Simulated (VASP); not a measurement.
# KCl (I4/mmm) in VASP: a series of runs

Runs on KCl. Level: r2SCAN. Tasks: single point.

All numbers are computed with VASP 6.6.1; they aren't measurements. Logs are shortened: lines on timing, memory, paths and dates and some standing lists are left out, and cuts for length are marked.

## 1. The cell of the first run

The structure is tetragonal, space group I4/mmm (No. 139). The conventional cell has a = 4.463 Å, b = 4.463 Å, c = 6.186 Å, α = 90.00°, β = 90.00°, γ = 90.00°. Within 4.1 Å of K (site symmetry 4/mmm) lie 6 Cl at 3.09 to 3.16 Å. Within 4.1 Å of Cl (site symmetry 4/mmm) lie 6 K at 3.09 to 3.16 Å.

## 2. Single point, r2SCAN (strain -0.0200 x Voigt [0, 1, 0, 0, 0, 0])

The input, POSCAR:

```
KCl
1.0
    0.0000000000      3.0929780000      3.1561000000
    3.1561000000      0.0000000000      3.1561000000
    3.1561000000      3.0929780000      0.0000000000
K Cl
1 1
Direct
    0.0000000000      0.0000000000      0.0000000000
    0.5000000000      0.5000000000      0.5000000000
```

The input, INCAR.step1:

```
SYSTEM = KCl
  PREC = Accurate
  ENCUT = 520
  ISMEAR = 0
  SIGMA = 0.05
  LREAL = .False.
  LASPH = .True.
  NELM = 80
  NBANDS = 15
  GGA = PE
  ALGO = Normal
  EDIFF = 1E-4
  LWAVE = .True.
  LCHARG = .False.
```

The input, INCAR.step2:

```
SYSTEM = KCl
  PREC = Accurate
  ENCUT = 520
  EDIFF = 1E-7
  ISMEAR = 0
  SIGMA = 0.05
  LREAL = .False.
  LASPH = .True.
  NELM = 80
  ALGO = Normal
  ISIF = 2
  LWAVE = .False.
  LCHARG = .False.
  METAGGA = R2SCAN
  LMIXTAU = .True.
  NBANDS = 15
  ISTART = 1
```

The input, KPOINTS:

```
Automatic mesh
0
Gamma
  6 6 6
  0 0 0
```

Potentials or basis: VASP PAW PBE potentials, release 64 (K_sv, Cl).

The run is started by

```sh
cat potpaw_PBE.64/K_sv/POTCAR potpaw_PBE.64/Cl/POTCAR > POTCAR
cp INCAR.step1 INCAR
mpirun -np 1 vasp_std > vasp.out
cp INCAR.step2 INCAR
mpirun -np 1 vasp_std > vasp.out
```

OUTCAR:

```text
SYSTEM = KCl
   PREC = Accurate
   ENCUT = 520
   EDIFF = 1E-7
   ISMEAR = 0
   LREAL = .False.
   LASPH = .True.
   NELM = 80
   ISIF = 2
   METAGGA = R2SCAN
   ISTART = 1

 ion  position               nearest neighbor table
   1  0.000  0.000  0.000-   2 3.09   2 3.09   2 3.16   2 3.16   2 3.16   2 3.16
   2  0.500  0.500  0.500-   1 3.09   1 3.09   1 3.16   1 3.16   1 3.16   1 3.16

  LATTYP: Found a body centered tetragonal cell.
 ALAT       =     4.4633994242
 C/A-ratio  =     1.3859292911

  Lattice vectors:

 A1 = (   0.0000000000,  -3.0929780000,   3.1561000000)
 A2 = (   0.0000000000,  -3.0929780000,  -3.1561000000)
 A3 = (   3.1561000000,   3.0929780000,   0.0000000000)

Analysis of symmetry for initial positions (statically):
=====================================================================
 Subroutine PRICEL returns:
 Original cell was already a primitive cell.

 Routine SETGRP: Setting up the symmetry group for a
 body centered tetragonal supercell.

 Subroutine GETGRP returns: Found 16 space group operations
 (whereof 16 operations were pure point group operations)
 out of a pool of 16 trial point group operations.

The static configuration has the point symmetry D_4h.

Analysis of symmetry for dynamics (positions and initial velocities):
=====================================================================
 Subroutine PRICEL returns:
 Original cell was already a primitive cell.

 Routine SETGRP: Setting up the symmetry group for a
 body centered tetragonal supercell.

 Subroutine GETGRP returns: Found 16 space group operations
 (whereof 16 operations were pure point group operations)
 out of a pool of 16 trial point group operations.

The dynamic configuration has the point symmetry D_4h.

 Subroutine INISYM returns: Found 16 space group operations
 (whereof 16 operations are pure point group operations),
 and found     1 'primitive' translations

----------------------------------------------------------------------------------------

                                     Primitive cell

  volume of cell :      61.6181

  direct lattice vectors                    reciprocal lattice vectors
     0.000000000  3.092978000  3.156100000    -0.158423371  0.161656501  0.158423371
     3.156100000  0.000000000  3.156100000     0.158423371 -0.161656501  0.158423371
     3.156100000  3.092978000  0.000000000     0.158423371  0.161656501 -0.158423371

  length of vectors
     4.418990848  4.463399424  4.418990848     0.276276588  0.276276588  0.276276588

  position of ions in fractional coordinates (direct lattice)
     0.000000000  0.000000000  0.000000000
     0.500000000  0.500000000  0.500000000

  ion indices of the primitive-cell ions
   primitive index   ion index
                 1           1
                 2           2

----------------------------------------------------------------------------------------

 KPOINTS: Automatic mesh

Automatic generation of k-mesh.
 Grid dimensions read from file:
 generate k-points for:    6    6    6

 Generating k-lattice:

  Cartesian coordinates                     Fractional coordinates (reciprocal lattice)
    -0.026403895  0.026942750  0.026403895     0.166666667  0.000000000  0.000000000
     0.026403895 -0.026942750  0.026403895     0.000000000  0.166666667  0.000000000
     0.026403895  0.026942750 -0.026403895     0.000000000  0.000000000  0.166666667

  Length of vectors
     0.046046098  0.046046098  0.046046098

  Shift w.r.t. Gamma in fractional coordinates (k-lattice)
     0.000000000  0.000000000  0.000000000

 Subroutine IBZKPT returns following result:
 ===========================================

 Found     30 irreducible k-points:

 Following reciprocal coordinates:
            Coordinates               Weight
  0.000000  0.000000  0.000000      1.000000
  0.166667  0.000000  0.000000      8.000000
  0.333333  0.000000 -0.000000      8.000000
  0.500000  0.000000  0.000000      4.000000
  0.166667  0.166667  0.000000      4.000000
  0.333333  0.166667 -0.000000     16.000000
[... 16 lines left out ...]
  0.333333 -0.333333  0.166667     16.000000
  0.500000 -0.333333  0.166667      4.000000
 [... further k-points ...]
   k-points           NKPTS =     30   k-points in BZ     NKDIM =     30   number of bands    NBANDS=     15
   number of dos      NEDOS =    301   number of ions     NIONS =      2
   total plane-waves  NPLWV =  46656
   dimension x,y,z NGX =    36 NGY =   36 NGZ =   36
   dimension x,y,z NGXF=    72 NGYF=   72 NGZF=   72
   ions per type =               1   1
   NGX,Y,Z   is equivalent  to a cutoff of  13.54, 13.41, 13.54 a.u.
   NGXF,Y,Z  is equivalent  to a cutoff of  27.09, 26.82, 27.09 a.u.
 SYSTEM =  KCl
   PREC   = accura    normal or accurate (medium, high low for compatibility)
   ISTART =      1    job   : 0-new  1-cont  2-samecut
   ICHARG =      0    charge: 1-file 2-atom 10-const
   ISPIN  =      1    spin polarized calculation?
   LNONCOLLINEAR =      F non collinear calculations
   LSORBIT =      F    spin-orbit coupling
   LASPH  =      T    aspherical Exc in radial PAW
   ENCUT  =  520.0 eV  38.22 Ry    6.18 a.u.   8.22  8.30  8.22*2*pi/ulx,y,z
   NELM   =     80;   NELMIN=  2; NELMDL=  0     # of ELM steps
   EDIFF  = 0.1E-06   stopping-criterion for ELM
   LREAL  =      F    real-space projection
   EDIFFG = 0.1E-05   stopping-criterion for IOM
   NSW    =      0    number of steps for IOM
   IBRION =     -1    ionic relax: 0-MD 1-quasi-New 2-CG
   NFREE  =      0    steps in history (QN), initial steepest desc. (CG)
   ISIF   =      2    stress and relaxation
   ISYM   =      2    0-nonsym 1-usesym 2-fastsym
   POTIM  = 0.5000    time-step for ionic-motion
   TEBEG  =    0.0;   TEEND  =   0.0 temperature during run
   PSTRESS=    0.0 pullay stress
   NELECT =      16.0000    total number of electrons
   NUPDOWN=      -1.0000    fix difference up-down
   EMIN   =  10.00;   EMAX   =-10.00  energy-range for DOS
   EFERMI =   0.00;   METHOD = LEGACY
   ISMEAR =     0;   SIGMA  =   0.05  broadening in eV -4-tet -1-fermi 0-gaus
   EFERMI_NEDOS =   21; number of points for ismear=-14 and -15
   IALGO  =     38    algorithm
   IMIX   =      4    mixing-type and parameters
     AMIX     =   0.40;   BMIX     =  1.00
     AMIX_MAG =   1.60;   BMIX_MAG =  1.00
  volume/ion in A,a.u.               =      30.81       207.91
  Fermi-wavevector in a.u.,A,eV,Ry     =   1.044428  1.973684 14.841655  1.090831
  Thomas-Fermi vector in A             =   2.179181
   LORBIT       =      0    0 simple, 1 ext, 2 COOP (PROOUT), +10 PAW based schemes
   METAGGA = R2SCAN    functional components
   LHFCALC =     F    Hartree Fock is set to
   AEXX    =    0.0000 exact exchange contribution
   IVDW    =     0    specifies the selected vdW correction
   LEPSILON=     F    determine dielectric tensor
   LRPA    =     F    only Hartree local field effects (RPA)
 non-spin polarized calculation
 Gauss-broadening in eV      SIGMA  =   0.05
  energy-cutoff  :      520.00
  volume of cell :       61.62
 maximum number of plane-waves:      1679
 NGX is ok and might be reduce to    36
   NGX = 17   NGY = 17   NGZ = 17

 number of electron      16.0000001 magnetization

 Free energy of the ion-electron system (eV)
  ---------------------------------------------------
  ext. energy  EPLUGINS =         0.00000000
  ---------------------------------------------------
  free energy    TOTEN  =       -16.50356166 eV

  energy without entropy =      -16.50356166  energy(sigma->0) =      -16.50356166

 E-fermi :  -1.9678     XC(G=0):  -8.0024

 val. band max:       -2.2086856147   @ k =   0.0000   0.0000   0.0000
 cond. band min:       3.6468656883   @ k =   0.0000   0.0000   0.0000
 fundamental gap:      5.8555513029
 Fermi energy:        -1.9678367797

 k-point     1 :       0.0000    0.0000    0.0000
  band No.  band energies     occupation
      1     -30.4608      2.00000
      2     -14.9036      2.00000
      3     -13.1533      2.00000
      4     -13.1533      2.00000
      5     -13.1517      2.00000
      6      -2.2257      2.00000
      7      -2.2257      2.00000
      8      -2.2087      2.00000
      9       3.6469      0.00000
     10       6.7757      0.00000
     11       6.7757      0.00000
     12       6.9067      0.00000
     13       7.8147      0.00000
     14       7.9241      0.00000
     15      11.1949      0.00000

 k-point     2 :       0.1667    0.0000    0.0000
  band No.  band energies     occupation
      1     -30.4581      2.00000
      2     -14.9491      2.00000
      3     -13.1563      2.00000
      4     -13.1537      2.00000
      5     -13.0916      2.00000
      6      -2.5323      2.00000
      7      -2.3114      2.00000
      8      -2.3026      2.00000
      9       4.2870      0.00000
     10       6.6001      0.00000
     11       7.1436      0.00000
     12       7.2232      0.00000
     13       8.2012      0.00000
     14       8.3227      0.00000
     15      12.2328      0.00000

 k-point     3 :       0.3333    0.0000   -0.0000
  band No.  band energies     occupation
      1     -30.4525      2.00000
      2     -15.0325      2.00000
      3     -13.1621      2.00000
      4     -13.1565      2.00000
      5     -12.9764      2.00000
      6      -3.0568      2.00000
      7      -2.4741      2.00000
      8      -2.4702      2.00000
      9       5.4840      0.00000
     10       6.6741      0.00000
     11       8.1456      0.00000
     12       8.2008      0.00000
     13       9.1765      0.00000
     14       9.3297      0.00000
     15      11.5892      0.00000
[... 343 lines left out ...]
 k-point    23 :       0.3333   -0.3333    0.1667
  band No.  band energies     occupation
      1     -30.4472      2.00000
      2     -14.9321      2.00000
      3     -13.2318      2.00000
      4     -13.2114      2.00000
      5     -13.0566      2.00000
      6      -2.9364      2.00000
      7      -2.6672      2.00000
      8      -2.5755      2.00000
      9       6.2922      0.00000
     10       6.5476      0.00000
     11       8.5183      0.00000
     12       8.7172      0.00000
     13       9.8397      0.00000
     14      10.4680      0.00000
     15      10.5868      0.00000

 k-point    24 :       0.5000   -0.3333    0.1667
  band No.  band energies     occupation
      1     -30.4467      2.00000
      2     -14.8608      2.00000
      3     -13.2766      2.00000
      4     -13.2326      2.00000
      5     -13.1099      2.00000
      6      -2.8197      2.00000
      7      -2.6346      2.00000
      8      -2.5708      2.00000
      9       5.5674      0.00000
     10       7.2716      0.00000
     11       7.8353      0.00000
     12       8.9044      0.00000
     13       9.5841      0.00000
     14      10.3957      0.00000
     15      10.9374      0.00000

 [... further k-points ...]

------------------------ aborting loop because EDIFF is reached ----------------------------------------

  FORCE on cell =-STRESS in cart. coord.  units (eV):
  Direction    XX          YY          ZZ          XY          YZ          ZX
  --------------------------------------------------------------------------------------
  -------------------------------------------------------------------------------------
  Total       -0.0325014      0.3166672     -0.0325014      0.0000000      0.0000000      0.0000000
  in kB       -0.8450923      8.2338950     -0.8450923      0.0000000      0.0000000      0.0000000
  external PRESSURE =       2.1812368 kB  Pullay stress =       0.0000000 kB

 VOLUME and BASIS-vectors are now :
 -----------------------------------------------------------------------------
  energy-cutoff  :      520.00
  volume of cell :       61.62
      direct lattice vectors                 reciprocal lattice vectors
     0.000000000  3.092978000  3.156100000    -0.158423371  0.161656501  0.158423371
     3.156100000  0.000000000  3.156100000     0.158423371 -0.161656501  0.158423371
     3.156100000  3.092978000  0.000000000     0.158423371  0.161656501 -0.158423371

 POSITION                                       TOTAL-FORCE (eV/Angst)
 -----------------------------------------------------------------------------------
      0.00000      0.00000      0.00000         0.000000      0.000000      0.000000
      3.15610      3.09298      3.15610         0.000000     -0.000000      0.000000
 -----------------------------------------------------------------------------------
    total drift:                                0.000000      0.000000      0.000000

  FREE ENERGIE OF THE ION-ELECTRON SYSTEM (eV)
  ---------------------------------------------------
  free  energy   TOTEN  =       -16.5035616594 eV

  energy  without entropy=      -16.5035616594  energy(sigma->0) =      -16.50356166
```

It took 74 s on 1 thread of Intel Xeon 6975P-C (Granite Rapids), shared host; peak memory 0.22 GiB.

Results:

```yaml
Free_energy: -16.5036 eV
Pressure: 0.2 GPa
Band_gap_on_the_k_mesh: 5.86 eV
```

Stress tensor (GPa, compression positive):
```
-0.08  0.00  0.00
 0.00  0.82  0.00
 0.00  0.00 -0.08
```

Caveat: the cell differs from its parent crystal (strain -0.0200 x Voigt [0, 1, 0, 0, 0, 0]); the PAW data sets were made with another functional, which shifts forces and pressure a little.

(Part 1 of 2 ends here.)
